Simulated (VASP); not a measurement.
# Si (R-3m) in VASP: notebook

Si is run at these levels: PBE; tasks: single point.

Program: VASP 6.6.1. These are calculated values, not measurements. Logs are shortened: lines on timing, memory, paths and dates and some standing lists are left out, and cuts for length are marked.

### Step 1. The cell of the first run

It takes space group R-3m (No. 166, trigonal). The conventional cell has a = 3.811 Å, b = 3.811 Å, c = 9.470 Å, α = 90.00°, β = 90.00°, γ = 120.00°. Si (site symmetry 3m) has 4 Si at 2.34 to 2.36 Å within 3.1 Å.

### Step 2. Single point, PBE (epitaxial 111 strain -1.0%)

File INCAR:

```
ALGO     = Normal         # electronic algorithm
EDIFF    = 1E-7           # SCF threshold, eV
ENCUT    = 520            # plane-wave cutoff, eV
GGA      = PE             # functional
ISIF     = 2              # what is computed and relaxed
ISMEAR   = -1             # smearing method
LASPH    = T              # aspherical terms in the spheres
LCHARG   = F              # write CHGCAR
LREAL    = F              # projectors in reciprocal space
LWAVE    = F              # write WAVECAR
NBANDS   = 11             # bands
NELM     = 80             # most SCF steps
PREC     = Accurate       # precision mode
SIGMA    = 0.02           # smearing width, eV
```

File KPOINTS:

```
k-points
0
Gamma
  8 8 8
```

File POSCAR:

```
Si
1.0
    0.0258862294      2.7207839361      2.7207839361
    2.7207839361      0.0258862294      2.7207839361
    2.7207839361      2.7207839361      0.0258862294
Si
2
Direct
    0.0006120971      0.0006120971      0.0006120971
    0.2493879029      0.2493879029      0.2493879029
```

Potentials or basis: VASP PAW PBE potentials, release 64 (Si).

The run is started by

```console
$ cat potpaw_PBE.64/Si/POTCAR > POTCAR
$ mpirun -np 1 vasp_std > vasp.out
```

OUTCAR:

```text
EDIFF = 1E-7
   ENCUT = 520
   GGA = PE
   ISIF = 2
   ISMEAR = -1
   LASPH = T
   LREAL = F
   NELM = 80
   PREC = Accurate

 ion  position               nearest neighbor table
   1  0.001  0.001  0.001-   2 2.34   2 2.34   2 2.34   2 2.36
   2  0.249  0.249  0.249-   1 2.34   1 2.34   1 2.34   1 2.36

  LATTYP: Found a trigonal (rhomboedric) cell.
 ALAT       =     3.8478566177
 COS(alpha) =     0.5094911941

  Lattice vectors:

 A1 = (   0.0258862294,   2.7207839361,   2.7207839361)
 A2 = (   2.7207839361,   0.0258862294,   2.7207839361)
 A3 = (   2.7207839361,   2.7207839361,   0.0258862294)

Analysis of symmetry for initial positions (statically):
=====================================================================
 Subroutine PRICEL returns:
 Original cell was already a primitive cell.

 Routine SETGRP: Setting up the symmetry group for a
 trigonal (rhombohedral) supercell.

 Subroutine GETGRP returns: Found 12 space group operations
 (whereof  6 operations were pure point group operations)
 out of a pool of 12 trial point group operations.

The static configuration has the point symmetry C_3v.
 The point group associated with its full space group is D_3d.

Analysis of symmetry for dynamics (positions and initial velocities):
=====================================================================
 Subroutine PRICEL returns:
 Original cell was already a primitive cell.

 Routine SETGRP: Setting up the symmetry group for a
 trigonal (rhombohedral) supercell.

 Subroutine GETGRP returns: Found 12 space group operations
 (whereof  6 operations were pure point group operations)
 out of a pool of 12 trial point group operations.

The dynamic configuration has the point symmetry C_3v.
 The point group associated with its full space group is D_3d.

 Subroutine INISYM returns: Found 12 space group operations
 (whereof  6 operations are pure point group operations),
 and found     1 'primitive' translations

----------------------------------------------------------------------------------------

                                     Primitive cell

  volume of cell :      39.7072

  direct lattice vectors                    reciprocal lattice vectors
     0.025886229  2.720783936  2.720783936    -0.186414238  0.184657361  0.184657361
     2.720783936  0.025886229  2.720783936     0.184657361 -0.186414238  0.184657361
     2.720783936  2.720783936  0.025886229     0.184657361  0.184657361 -0.186414238

  length of vectors
     3.847856618  3.847856618  3.847856618     0.320853471  0.320853471  0.320853471

  position of ions in fractional coordinates (direct lattice)
     0.000612097  0.000612097  0.000612097
     0.249387903  0.249387903  0.249387903

  ion indices of the primitive-cell ions
   primitive index   ion index
                 1           1
                 2           2

----------------------------------------------------------------------------------------

 KPOINTS: k-points

Automatic generation of k-mesh.
 Grid dimensions read from file:
 generate k-points for:    8    8    8

 Generating k-lattice:

  Cartesian coordinates                     Fractional coordinates (reciprocal lattice)
    -0.023301780  0.023082170  0.023082170     0.125000000  0.000000000  0.000000000
     0.023082170 -0.023301780  0.023082170     0.000000000  0.125000000  0.000000000
     0.023082170  0.023082170 -0.023301780     0.000000000  0.000000000  0.125000000

  Length of vectors
     0.040106684  0.040106684  0.040106684

  Shift w.r.t. Gamma in fractional coordinates (k-lattice)
     0.000000000  0.000000000  0.000000000

 Subroutine IBZKPT returns following result:
 ===========================================

 Found     65 irreducible k-points:

 Following reciprocal coordinates:
            Coordinates               Weight
  0.000000  0.000000  0.000000      1.000000
  0.125000  0.000000  0.000000      6.000000
  0.250000  0.000000  0.000000      6.000000
  0.375000  0.000000  0.000000      6.000000
  0.500000  0.000000  0.000000      3.000000
  0.125000  0.125000  0.000000      6.000000
[... 16 lines left out ...]
  0.250000  0.125000  0.125000      6.000000
  0.375000  0.125000  0.125000      6.000000
 [... further k-points ...]
   k-points           NKPTS =     65   k-points in BZ     NKDIM =     65   number of bands    NBANDS=     11
   number of dos      NEDOS =    301   number of ions     NIONS =      2
   total plane-waves  NPLWV =  27000
   dimension x,y,z NGX =    30 NGY =   30 NGZ =   30
   dimension x,y,z NGXF=    60 NGYF=   60 NGZF=   60
   ions per type =               2
   NGX,Y,Z   is equivalent  to a cutoff of  12.96, 12.96, 12.96 a.u.
   NGXF,Y,Z  is equivalent  to a cutoff of  25.92, 25.92, 25.92 a.u.
 SYSTEM =  unknown system
   PREC   = accura    normal or accurate (medium, high low for compatibility)
   ISTART =      0    job   : 0-new  1-cont  2-samecut
   ICHARG =      2    charge: 1-file 2-atom 10-const
   ISPIN  =      1    spin polarized calculation?
   LNONCOLLINEAR =      F non collinear calculations
   LSORBIT =      F    spin-orbit coupling
   LASPH  =      T    aspherical Exc in radial PAW
   ENCUT  =  520.0 eV  38.22 Ry    6.18 a.u.   7.15  7.15  7.15*2*pi/ulx,y,z
   NELM   =     80;   NELMIN=  2; NELMDL= -5     # of ELM steps
   EDIFF  = 0.1E-06   stopping-criterion for ELM
   LREAL  =      F    real-space projection
   EDIFFG = 0.1E-05   stopping-criterion for IOM
   NSW    =      0    number of steps for IOM
   IBRION =     -1    ionic relax: 0-MD 1-quasi-New 2-CG
   NFREE  =      0    steps in history (QN), initial steepest desc. (CG)
   ISIF   =      2    stress and relaxation
   ISYM   =      2    0-nonsym 1-usesym 2-fastsym
   POTIM  = 0.5000    time-step for ionic-motion
   TEBEG  =    0.0;   TEEND  =   0.0 temperature during run
   PSTRESS=    0.0 pullay stress
   NELECT =       8.0000    total number of electrons
   NUPDOWN=      -1.0000    fix difference up-down
   EMIN   =  10.00;   EMAX   =-10.00  energy-range for DOS
   EFERMI =   0.00;   METHOD = LEGACY
   ISMEAR =    -1;   SIGMA  =   0.02  broadening in eV -4-tet -1-fermi 0-gaus
   EFERMI_NEDOS =   21; number of points for ismear=-14 and -15
   IALGO  =     38    algorithm
   IMIX   =      4    mixing-type and parameters
     AMIX     =   0.40;   BMIX     =  1.00
     AMIX_MAG =   1.60;   BMIX_MAG =  1.00
  volume/ion in A,a.u.               =      19.85       133.98
  Fermi-wavevector in a.u.,A,eV,Ry     =   0.959728  1.813623 12.532030  0.921078
  Thomas-Fermi vector in A             =   2.088950
   LORBIT       =      0    0 simple, 1 ext, 2 COOP (PROOUT), +10 PAW based schemes
   GGA     = PE    functional components
   LHFCALC =     F    Hartree Fock is set to
   AEXX    =    0.0000 exact exchange contribution
   IVDW    =     0    specifies the selected vdW correction
   LEPSILON=     F    determine dielectric tensor
   LRPA    =     F    only Hartree local field effects (RPA)
 non-spin polarized calculation
  energy-cutoff  :      520.00
  volume of cell :       39.71
 maximum number of plane-waves:      1081
 NGX is ok and might be reduce to    30
   NGX = 15   NGY = 15   NGZ = 15

 number of electron       8.0000000 magnetization

 Free energy of the ion-electron system (eV)
  ---------------------------------------------------
  ext. energy  EPLUGINS =         0.00000000
  ---------------------------------------------------
  free energy    TOTEN  =       -10.83343406 eV

  energy without entropy =      -10.83343405  energy(sigma->0) =      -10.83343405

 E-fermi :   6.2222     XC(G=0):  -9.4412

 val. band max:        5.9584150606   @ k =   0.0000   0.0000   0.0000
 cond. band min:       6.5105160880   @ k =   0.3750   0.3750   0.0000
 fundamental gap:      0.5521010275
 Fermi energy:         6.2221875804

 k-point     1 :       0.0000    0.0000    0.0000
  band No.  band energies     occupation
      1      -6.1029      2.00000
      2       5.8223      2.00000
      3       5.9584      2.00000
      4       5.9584      2.00000
      5       8.3463      0.00000
      6       8.5362      0.00000
      7       8.5362      0.00000
      8       9.4115      0.00000
      9      13.6376      0.00000
     10      13.6376      0.00000
     11      13.9087      0.00000

 k-point     2 :       0.1250    0.0000    0.0000
  band No.  band energies     occupation
      1      -5.8957      2.00000
      2       4.3510      2.00000
      3       5.5486      2.00000
      4       5.6574      2.00000
      5       8.3961      0.00000
      6       8.8357      0.00000
      7       8.9681      0.00000
      8      10.7501      0.00000
      9      13.1219      0.00000
     10      13.1655      0.00000
     11      14.7154      0.00000

 k-point     3 :       0.2500    0.0000    0.0000
  band No.  band energies     occupation
      1      -5.2907      2.00000
      2       2.0049      2.00000
      3       5.0815      2.00000
      4       5.1690      2.00000
      5       7.9289      0.00000
      6       9.3609      0.00000
      7       9.4710      0.00000
      8      12.8545      0.00000
      9      13.1055      0.00000
     10      13.1697      0.00000
     11      14.9233      0.00000

 k-point     4 :       0.3750    0.0000    0.0000
  band No.  band energies     occupation
      1      -4.3804      2.00000
      2      -0.0412      2.00000
      3       4.7603      2.00000
      4       4.8300      2.00000
      5       7.5612      0.00000
      6       9.3032      0.00000
      7       9.3889      0.00000
      8      13.7753      0.00000
      9      14.4065      0.00000
     10      14.6211      0.00000
     11      15.7132      0.00000

 k-point     5 :       0.5000    0.0000    0.0000
  band No.  band energies     occupation
      1      -3.7254      2.00000
      2      -1.0843      2.00000
      3       4.6512      2.00000
      4       4.7140      2.00000
      5       7.4316      0.00000
      6       9.1864      0.00000
      7       9.2703      0.00000
      8      13.6153      0.00000
      9      16.3943      0.00000
     10      16.6078      0.00000
     11      17.0378      0.00000
[... 211 lines left out ...]
 k-point    21 :       0.5000    0.5000    0.0000
  band No.  band energies     occupation
      1      -1.9456      2.00000
      2      -1.9091      2.00000
      3       2.9800      2.00000
      4       3.1045      2.00000
      5       6.5361      0.00000
      6       6.6765      0.00000
      7      16.0606      0.00000
      8      16.1187      0.00000
      9      16.9030      0.00000
     10      16.9067      0.00000
     11      18.4622      0.00000

 k-point    22 :       0.1250    0.1250    0.1250
  band No.  band energies     occupation
      1      -5.9019      2.00000
      2       4.1989      2.00000
      3       5.6794      2.00000
      4       5.6794      2.00000
      5       8.5184      0.00000
      6       8.9476      0.00000
      7       8.9476      0.00000
      8      10.6040      0.00000
      9      13.1787      0.00000
     10      13.1787      0.00000
     11      14.6546      0.00000

 k-point    23 :       0.2500    0.1250    0.1250
  band No.  band energies     occupation
      1      -5.5646      2.00000
      2       3.1934      2.00000
      3       4.2575      2.00000
      4       5.6591      2.00000
      5       9.0540      0.00000
      6       9.0946      0.00000
      7       9.3026      0.00000
      8      11.5001      0.00000
      9      12.2926      0.00000
     10      13.9085      0.00000
     11      15.6824      0.00000

 k-point    24 :       0.3750    0.1250    0.1250
  band No.  band energies     occupation
      1      -4.8466      2.00000
      2       1.3080      2.00000
      3       3.5085      2.00000
      4       5.1584      2.00000
      5       8.6717      0.00000
      6       9.6317      0.00000
      7       9.7558      0.00000
      8      12.3670      0.00000
      9      12.4683      0.00000
     10      15.6934      0.00000
     11      15.8642      0.00000

 [... further k-points ...]

------------------------ aborting loop because EDIFF is reached ----------------------------------------

  FORCE on cell =-STRESS in cart. coord.  units (eV):
  Direction    XX          YY          ZZ          XY          YZ          ZX
  --------------------------------------------------------------------------------------
  -------------------------------------------------------------------------------------
  Total        0.6883385      0.6883385      0.6883385     -0.1858342     -0.1858342     -0.1858342
  in kB       27.7742867     27.7742867     27.7742867     -7.4983645     -7.4983645     -7.4983645
  external PRESSURE =      27.7742867 kB  Pullay stress =       0.0000000 kB

 VOLUME and BASIS-vectors are now :
 -----------------------------------------------------------------------------
  energy-cutoff  :      520.00
  volume of cell :       39.71
      direct lattice vectors                 reciprocal lattice vectors
     0.025886229  2.720783936  2.720783936    -0.186414238  0.184657361  0.184657361
     2.720783936  0.025886229  2.720783936     0.184657361 -0.186414238  0.184657361
     2.720783936  2.720783936  0.025886229     0.184657361  0.184657361 -0.186414238

 POSITION                                       TOTAL-FORCE (eV/Angst)
 -----------------------------------------------------------------------------------
      0.00335      0.00335      0.00335         0.003986      0.003986      0.003986
      1.36352      1.36352      1.36352        -0.003986     -0.003986     -0.003986
 -----------------------------------------------------------------------------------
    total drift:                               -0.000000      0.000000     -0.000000

  FREE ENERGIE OF THE ION-ELECTRON SYSTEM (eV)
  ---------------------------------------------------
  free  energy   TOTEN  =       -10.8334340550 eV

  energy  without entropy=      -10.8334340463  energy(sigma->0) =      -10.83343405
```

Wall time 54 s (1 thread of Intel Xeon 6975P-C, shared host); peak memory 0.17 GiB.

Results:

| Quantity | Value |
| --- | --- |
| Free energy | -10.8334 eV |
| Pressure | 2.8 GPa |
| Largest force | 0.007 eV/Å |
| Band gap on the k mesh | 0.55 eV, indirect (least direct gap 2.39 eV) |

Forces in eV/Å, atoms in the order of the input:
```
Si   0.004  0.004  0.004
Si  -0.004 -0.004 -0.004
```

Stress tensor (GPa, compression positive):
```
 2.78 -0.75 -0.75
-0.75  2.78 -0.75
-0.75 -0.75  2.78
```

Caveat: the cell differs from its parent crystal (epitaxial 111 strain -1.0%).

(Continued in part 2 of 2.)
